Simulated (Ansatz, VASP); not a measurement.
Two plane-wave programs on Si4N

File INCAR:

```
ALGO = Normal
DIPOL = 0.5 0.5 0.327
EDIFF = 1E-6
ENCUT = 520
GGA = PE
IDIPOL = 3
ISIF = 2
ISMEAR = 0
ISPIN = 2
IVDW = 12
LASPH = True
LCHARG = True
LDIPOL = True
LELF = True
LORBIT = 11
LREAL = False
LVACPOTAV = True
LVHAR = True
LWAVE = False
MAGMOM = 0 0 0 0 3
NBANDS = 22
NELM = 150
PREC = Accurate
SIGMA = 0.05
```

File KPOINTS:

```
k-points
0
Gamma
  7 7 1
```

File POSCAR:

```
Si4N
1.0
    3.8333442755      0.0000000000      0.0000000000
    0.0000000000      3.8333442755      0.0000000000
    0.0000000000      0.0000000000     21.1034818114
Si N
4 1
Direct
    0.0000000000      0.5000000000      0.1895421825
    0.0000000000      0.0000000000      0.2537634269
    0.5000000000      0.0000000000      0.3207061922
    0.5000000000      0.5000000000      0.3839879070
    1.0000000000      1.0000000000      0.4882361074
```

Input for Ansatz:

```yaml
crystal:
  lattice:
    - [3.8333442755, 0.0, 0.0]
    - [0.0, 3.8333442755, 0.0]
    - [0.0, 0.0, 21.1034818114]
  atoms:
    - { symbol: Si, position: [0.0, 0.5, 0.1895421825] }
    - { symbol: Si, position: [0.0, 0.0, 0.2537634269] }
    - { symbol: Si, position: [0.5, 0.0, 0.3207061922] }
    - { symbol: Si, position: [0.5, 0.5, 0.383987907] }
    - { symbol: "N", position: [1.0, 1.0, 0.4882361074], spin: 3.0 }
basis:
  ecutwfc: 420
kpoints:
  mp_grid: { grid: [7, 7, 1] }
hamiltonian:
  xc: pbe
  pseudopotentials: { kind: paw, azcp: { folder: soft_1 } }
  dispersion: d3bj
scf:
  occupations: { method: gaussian, width: 0.05 }
output:
  forces: true
  eigenvalues: true
  populations: true
magnetization:
  spin_polarized: true
efield:
  axis: 3
  dipole_correction: true
  ramp_width: 0.04
```

Alike in both runs: task single point; functional PBE; dispersion D3(BJ); k mesh 7 × 7 × 1; occupations gaussian, width 0.05 eV; collinear spin.

|  | VASP | Ansatz |
| --- | --- | --- |
| version | VASP 6.6.1 | Ansatz 0.2.0 |
| potentials or method | VASP PAW PBE potentials, release 64 (Si, N), cutoff 520 eV | scalar-relativistic, plane waves, PAW |
| valence electrons in the cell | 21 | 21 |

```csv
,VASP,Ansatz,Ansatz less VASP
gap on the k mesh at the Fermi level (eV),none,none,-
rms of the force components (eV/Å),0.114,0.114,+0.0001
net moment per atom (μB),0.53,0.53,0.000
size of the moment on the site where the two differ most (μB),1.84,2.69,+0.853
"work function, face that differs most (eV)",5.94,5.94,+0.001
```

Site moments also hang on the region over which each program counts them. Atom by atom the forces differ by 0.002 eV/Å (rms over components). A gap of «none» marks a metal or a gap that the smearing closes. Ansatz's warnings: stability check not made.
